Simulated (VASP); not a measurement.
# AgCl (P2_1/m) in VASP: settings compared

AgCl is run at these levels: PBE, r2SCAN; tasks: single point.

Program: VASP 6.6.1. These are calculated values, not measurements. Logs are shortened: lines on timing, memory, paths and dates and some standing lists are left out, and cuts for length are marked.

### 1 The cell of the first run

The typed cell holds 4 atoms: a = 4.518 Å, b = 4.528 Å, c = 5.723 Å, α = 90.00°, β = 90.00°, γ = 120.21°.

### 2 Single point, PBE (shear xy strain -0.5%)

INCAR reads:

```
  ALGO = Normal
  EDIFF = 1E-7
  ENCUT = 520
  GGA = PE
  ISIF = 2
  ISMEAR = -1
  LASPH = T
  LCHARG = T
  LELF = T
  LREAL = F
  LVHAR = T
  LWAVE = F
  NBANDS = 26
  NELM = 100
  PREC = Accurate
  SIGMA = 0.02
```

KPOINTS reads:

```
k-points
0
Gamma
  6 6 4
```

POSCAR reads:

```
AgCl
1.0
    4.5183985972     -0.0108441567      0.0000000000
   -2.2685906137      3.9184700479      0.0000000000
    0.0000000000      0.0000000000      5.7230261441
Ag Cl
2 2
Direct
    0.3335898028      0.6666586154      0.2500000000
    0.6664101972      0.3333413846      0.7500000000
    0.6653618388      0.3333183723      0.2500000000
    0.3346381612      0.6666816277      0.7500000000
```

Potentials or basis: VASP PAW PBE potentials, release 64 (Ag, Cl).

Started as:

```console
$ cat potpaw_PBE.64/Ag/POTCAR potpaw_PBE.64/Cl/POTCAR > POTCAR
$ mpirun -np 1 vasp_std > vasp.out
```

OUTCAR:

```text
EDIFF = 1E-7
   ENCUT = 520
   GGA = PE
   ISIF = 2
   ISMEAR = -1
   LASPH = T
   LREAL = F
   NELM = 100
   PREC = Accurate

 ion  position               nearest neighbor table
   1  0.334  0.667  0.250-   3 2.61   3 2.61   3 2.61   4 2.86   4 2.86
   2  0.666  0.333  0.750-   4 2.61   4 2.61   4 2.61   3 2.86   3 2.86
   3  0.665  0.333  0.250-   1 2.61   1 2.61   1 2.61   2 2.86   2 2.86
   4  0.335  0.667  0.750-   2 2.61   2 2.61   2 2.61   1 2.86   1 2.86

  LATTYP: Found a simple monoclinic cell.
 ALAT       =     4.5090105420
 B/A-ratio  =     1.2692421299
 C/A-ratio  =     1.0020849515
 COS(beta)  =    -0.4968769108

  Lattice vectors:

 A1 = (   2.2498079835,   3.9076258912,   0.0000000000)
 A2 = (   0.0000000000,   0.0000000000,  -5.7230261441)
 A3 = (  -4.5183985972,   0.0108441567,   0.0000000000)

Analysis of symmetry for initial positions (statically):
=====================================================================
 Subroutine PRICEL returns:
 Original cell was already a primitive cell.

 Routine SETGRP: Setting up the symmetry group for a
 simple monoclinic supercell.

 Subroutine GETGRP returns: Found  4 space group operations
 (whereof  2 operations were pure point group operations)
 out of a pool of  4 trial point group operations.

The static configuration has the point symmetry S_2 .
 The point group associated with its full space group is C_2h.

Analysis of symmetry for dynamics (positions and initial velocities):
=====================================================================
 Subroutine PRICEL returns:
 Original cell was already a primitive cell.

 Routine SETGRP: Setting up the symmetry group for a
 simple monoclinic supercell.

 Subroutine GETGRP returns: Found  4 space group operations
 (whereof  2 operations were pure point group operations)
 out of a pool of  4 trial point group operations.

The dynamic configuration has the point symmetry S_2 .
 The point group associated with its full space group is C_2h.

 Subroutine INISYM returns: Found  4 space group operations
 (whereof  2 operations are pure point group operations),
 and found     1 'primitive' translations

----------------------------------------------------------------------------------------

                                     Primitive cell

  volume of cell :     101.1866

  direct lattice vectors                    reciprocal lattice vectors
     4.518398597 -0.010844157  0.000000000     0.221625292  0.128309532  0.000000000
    -2.268590614  3.918470048  0.000000000     0.000613336  0.255556734  0.000000000
     0.000000000  0.000000000  5.723026144     0.000000000  0.000000000  0.174732733

  length of vectors
     4.518411610  4.527793159  5.723026144     0.256088083  0.255557470  0.174732733

  position of ions in fractional coordinates (direct lattice)
     0.333589803  0.666658615  0.250000000
     0.666410197  0.333341385  0.750000000
     0.665361839  0.333318372  0.250000000
     0.334638161  0.666681628  0.750000000

  ion indices of the primitive-cell ions
   primitive index   ion index
                 1           1
                 2           2
                 3           3
                 4           4

----------------------------------------------------------------------------------------

 KPOINTS: k-points

Automatic generation of k-mesh.
 Grid dimensions read from file:
 generate k-points for:    6    6    4

 Generating k-lattice:

  Cartesian coordinates                     Fractional coordinates (reciprocal lattice)
     0.036937549  0.021384922  0.000000000     0.166666667  0.000000000  0.000000000
     0.000102223  0.042592789  0.000000000    -0.000000000  0.166666667  0.000000000
     0.000000000  0.000000000  0.043683183     0.000000000  0.000000000  0.250000000

  Length of vectors
     0.042681347  0.042592912  0.043683183

  Shift w.r.t. Gamma in fractional coordinates (k-lattice)
     0.000000000  0.000000000  0.000000000

 Subroutine IBZKPT returns following result:
 ===========================================

 Found     60 irreducible k-points:

 Following reciprocal coordinates:
            Coordinates               Weight
  0.000000  0.000000  0.000000      1.000000
  0.166667 -0.000000  0.000000      2.000000
  0.333333 -0.000000  0.000000      2.000000
  0.500000 -0.000000  0.000000      1.000000
 -0.000000  0.166667  0.000000      2.000000
  0.166667  0.166667  0.000000      2.000000
[... 16 lines left out ...]
  0.333333 -0.000000  0.250000      4.000000
  0.500000 -0.000000  0.250000      2.000000
 [... further k-points ...]
   k-points           NKPTS =     60   k-points in BZ     NKDIM =     60   number of bands    NBANDS=     26
   number of dos      NEDOS =    301   number of ions     NIONS =      4
   total plane-waves  NPLWV =  62208
   dimension x,y,z NGX =    36 NGY =   36 NGZ =   48
   dimension x,y,z NGXF=    72 NGYF=   72 NGZF=   96
   ions per type =               2   2
   NGX,Y,Z   is equivalent  to a cutoff of  13.25, 13.22, 13.94 a.u.
   NGXF,Y,Z  is equivalent  to a cutoff of  26.49, 26.44, 27.89 a.u.
 SYSTEM =  unknown system
   PREC   = accura    normal or accurate (medium, high low for compatibility)
   ISTART =      0    job   : 0-new  1-cont  2-samecut
   ICHARG =      2    charge: 1-file 2-atom 10-const
   ISPIN  =      1    spin polarized calculation?
   LNONCOLLINEAR =      F non collinear calculations
   LSORBIT =      F    spin-orbit coupling
   LASPH  =      T    aspherical Exc in radial PAW
   ENCUT  =  520.0 eV  38.22 Ry    6.18 a.u.   8.40  8.42 10.64*2*pi/ulx,y,z
   NELM   =    100;   NELMIN=  2; NELMDL= -5     # of ELM steps
   EDIFF  = 0.1E-06   stopping-criterion for ELM
   LREAL  =      F    real-space projection
   EDIFFG = 0.1E-05   stopping-criterion for IOM
   NSW    =      0    number of steps for IOM
   IBRION =     -1    ionic relax: 0-MD 1-quasi-New 2-CG
   NFREE  =      0    steps in history (QN), initial steepest desc. (CG)
   ISIF   =      2    stress and relaxation
   ISYM   =      2    0-nonsym 1-usesym 2-fastsym
   POTIM  = 0.5000    time-step for ionic-motion
   TEBEG  =    0.0;   TEEND  =   0.0 temperature during run
   PSTRESS=    0.0 pullay stress
   NELECT =      36.0000    total number of electrons
   NUPDOWN=      -1.0000    fix difference up-down
   EMIN   =  10.00;   EMAX   =-10.00  energy-range for DOS
   EFERMI =   0.00;   METHOD = LEGACY
   ISMEAR =    -1;   SIGMA  =   0.02  broadening in eV -4-tet -1-fermi 0-gaus
   EFERMI_NEDOS =   21; number of points for ismear=-14 and -15
   IALGO  =     38    algorithm
   IMIX   =      4    mixing-type and parameters
     AMIX     =   0.40;   BMIX     =  1.00
     AMIX_MAG =   1.60;   BMIX_MAG =  1.00
  volume/ion in A,a.u.               =      25.30       170.71
  Fermi-wavevector in a.u.,A,eV,Ry     =   1.160027  2.192133 18.308845  1.345662
  Thomas-Fermi vector in A             =   2.296613
   LORBIT       =      0    0 simple, 1 ext, 2 COOP (PROOUT), +10 PAW based schemes
   GGA     = PE    functional components
   LHFCALC =     F    Hartree Fock is set to
   AEXX    =    0.0000 exact exchange contribution
   IVDW    =     0    specifies the selected vdW correction
   LEPSILON=     F    determine dielectric tensor
   LRPA    =     F    only Hartree local field effects (RPA)
 non-spin polarized calculation
  energy-cutoff  :      520.00
  volume of cell :      101.19
 maximum number of plane-waves:      2757
 NGX is ok and might be reduce to    36
   NGX = 17   NGY = 17   NGZ = 21

 number of electron      35.9999990 magnetization

 Free energy of the ion-electron system (eV)
  ---------------------------------------------------
  ext. energy  EPLUGINS =         0.00000000
  ---------------------------------------------------
  free energy    TOTEN  =       -10.84357351 eV

  energy without entropy =      -10.84357351  energy(sigma->0) =      -10.84357351

 E-fermi :   2.5487     XC(G=0):  -8.8428

 val. band max:        2.1176505295   @ k =   0.3333   0.3333   0.5000
 cond. band min:       3.4820881276   @ k =   0.0000   0.0000   0.0000
 fundamental gap:      1.3644375981
 Fermi energy:         2.5486979379

 k-point     1 :       0.0000    0.0000    0.0000
  band No.  band energies     occupation
      1     -12.6864      2.00000
      2     -12.3093      2.00000
      3      -2.0302      2.00000
      4      -2.0212      2.00000
      5      -1.8067      2.00000
      6      -1.8058      2.00000
[... 18 lines left out ...]
     25      10.5834      0.00000
     26      12.7454      0.00000

 k-point     2 :       0.1667   -0.0000    0.0000
  band No.  band energies     occupation
      1     -12.6436      2.00000
      2     -12.3097      2.00000
      3      -2.0376      2.00000
      4      -1.9587      2.00000
      5      -1.8386      2.00000
      6      -1.6742      2.00000
[... 18 lines left out ...]
     25      11.0324      0.00000
     26      12.1635      0.00000

 k-point     3 :       0.3333   -0.0000    0.0000
  band No.  band energies     occupation
      1     -12.5439      2.00000
      2     -12.3238      2.00000
      3      -2.0914      2.00000
      4      -1.7938      2.00000
      5      -1.7798      2.00000
      6      -1.5395      2.00000
[... 18 lines left out ...]
     25      11.4160      0.00000
     26      12.1863      0.00000

 k-point     4 :       0.5000   -0.0000    0.0000
  band No.  band energies     occupation
      1     -12.4757      2.00000
      2     -12.3490      2.00000
      3      -2.1170      2.00000
      4      -1.7105      2.00000
      5      -1.6694      2.00000
      6      -1.4010      2.00000
[... 18 lines left out ...]
     25      12.0484      0.00000
     26      12.3097      0.00000
[... 496 lines left out ...]
      1     -12.5869      2.00000
      2     -12.3496      2.00000
      3      -2.1158      2.00000
      4      -1.9447      2.00000
      5      -1.9321      2.00000
      6      -1.7710      2.00000
[... 18 lines left out ...]
     25      10.7003      0.00000
     26      11.4379      0.00000

 k-point    23 :       0.3333   -0.0000    0.2500
  band No.  band energies     occupation
      1     -12.5019      2.00000
      2     -12.3454      2.00000
      3      -2.2169      2.00000
      4      -1.9969      2.00000
      5      -1.7538      2.00000
      6      -1.6370      2.00000
[... 18 lines left out ...]
     25      11.0259      0.00000
     26      11.3660      0.00000

 k-point    24 :       0.5000   -0.0000    0.2500
  band No.  band energies     occupation
      1     -12.4463      2.00000
      2     -12.3561      2.00000
      3      -2.2519      2.00000
      4      -1.9895      2.00000
      5      -1.6357      2.00000
      6      -1.5700      2.00000
[... 18 lines left out ...]
     25      11.6064      0.00000
     26      11.9242      0.00000

 [... further k-points ...]
[... 5 lines left out ...]
  --------------------------------------------------------------------------------------
  -------------------------------------------------------------------------------------
  Total        0.6247336      0.6247788      0.9062674      0.0066919      0.0000000      0.0000000
  in kB        9.8919641      9.8926791     14.3497387      0.1059593      0.0000000      0.0000000
  external PRESSURE =      11.3781273 kB  Pullay stress =       0.0000000 kB

 VOLUME and BASIS-vectors are now :
 -----------------------------------------------------------------------------
  energy-cutoff  :      520.00
  volume of cell :      101.19
      direct lattice vectors                 reciprocal lattice vectors
     4.518398597 -0.010844157  0.000000000     0.221625292  0.128309532  0.000000000
    -2.268590614  3.918470048  0.000000000     0.000613336  0.255556734  0.000000000
     0.000000000  0.000000000  5.723026144     0.000000000  0.000000000  0.174732733

 POSITION                                       TOTAL-FORCE (eV/Angst)
 -----------------------------------------------------------------------------------
     -0.00508      2.60866      1.43076         0.000061     -0.000147     -0.000000
      2.25489      1.29896      4.29227        -0.000061      0.000147      0.000000
      2.25021      1.29888      1.43076         0.000117     -0.000002      0.000000
     -0.00040      2.60874      4.29227        -0.000117      0.000002      0.000000
 -----------------------------------------------------------------------------------
    total drift:                                0.000000     -0.000000     -0.000000

  FREE ENERGIE OF THE ION-ELECTRON SYSTEM (eV)
  ---------------------------------------------------
  free  energy   TOTEN  =       -10.8435735098 eV

  energy  without entropy=      -10.8435735098  energy(sigma->0) =      -10.84357351
```

It took 2 min on 1 thread of Intel Xeon 6975P-C (Granite Rapids), shared host; peak memory 0.3 GiB.

What came out:

```
Free energy            : -10.8436 eV
Pressure               : 1.1 GPa
Band gap on the k mesh : 1.36 eV (least direct gap 1.38 eV)
```

Caveat: the cell differs from its parent crystal (shear xy strain -0.5%). A k mesh can miss the band edges.

### 3 Single point, r2SCAN (shear xy strain -0.5%)

POSCAR is that of step 2.

INCAR.step1 reads:

```
SYSTEM = AgCl
PREC = Accurate ; ENCUT = 520
ISMEAR = 0 ; SIGMA = 0.01
LREAL = .False. ; LASPH = .True.
NELM = 60 ; NBANDS = 26
GGA = PE ; ALGO = Normal
EDIFF = 1E-4 ; LWAVE = .True.
LCHARG = .False.
```

INCAR.step2 reads:

```
SYSTEM = AgCl
PREC = Accurate ; ENCUT = 520
EDIFF = 1E-6 ; ISMEAR = 0
SIGMA = 0.01 ; LREAL = .False.
LASPH = .True. ; NELM = 60
ALGO = Normal ; ISIF = 2
LWAVE = .False. ; LCHARG = .True.
METAGGA = R2SCAN ; LMIXTAU = .True.
LELF = .True. ; LVHAR = .True.
NBANDS = 26 ; ISTART = 1
```

KPOINTS reads:

```
Automatic mesh
0
Gamma
  6 6 4
  0 0 0
```

Potentials or basis: VASP PAW PBE potentials, release 64 (Ag, Cl).

Started as:

```console
$ cat potpaw_PBE.64/Ag/POTCAR potpaw_PBE.64/Cl/POTCAR > POTCAR
$ cp INCAR.step1 INCAR
$ mpirun -np 1 vasp_std > vasp.out
$ cp INCAR.step2 INCAR
$ mpirun -np 1 vasp_std > vasp.out
```

Wall time 6 min (1 thread of Intel Xeon 6975P-C (Granite Rapids), shared host); peak memory 0.33 GiB.

The run converged. Its results:

```yaml
Free_energy: -57.1395 eV
Pressure: -0.1 GPa
Band_gap_on_the_k_mesh: 1.77 eV
```

Levels at points of the mesh, in eV from the valence-band top:
```
           k point  band 15  band 16  band 17  band 18  band 19  band 20  band 21  band 22
(0.00, 0.00, 0.00)    -0.30    -0.29    -0.02     0.00     1.77     3.55     7.94     7.97
(0.50, 0.00, 0.00)    -1.41    -1.39    -1.39    -1.02     4.54     4.84     6.42     7.77
(0.00, 0.50, 0.00)    -1.41    -1.39    -1.38    -1.02     4.54     4.87     6.41     7.78
(0.50, 0.50, 0.00)    -1.40    -1.39    -1.38    -1.01     4.55     4.89     6.39     7.79
(0.00, 0.00, 0.50)    -0.12    -0.12    -0.10    -0.10     3.84     3.84     7.85     7.85
(0.50, 0.00, 0.50)    -1.12    -1.12    -0.13    -0.13     5.24     5.24     6.77     6.77
(0.00, 0.50, 0.50)    -1.12    -1.12    -0.13    -0.13     5.25     5.25     6.77     6.77
(0.50, 0.50, 0.50)    -1.12    -1.12    -0.12    -0.12     5.25     5.25     6.77     6.77
```

Caveat: the cell differs from its parent crystal (shear xy strain -0.5%); the PAW data sets were made with another functional, which shifts forces and pressure a little.
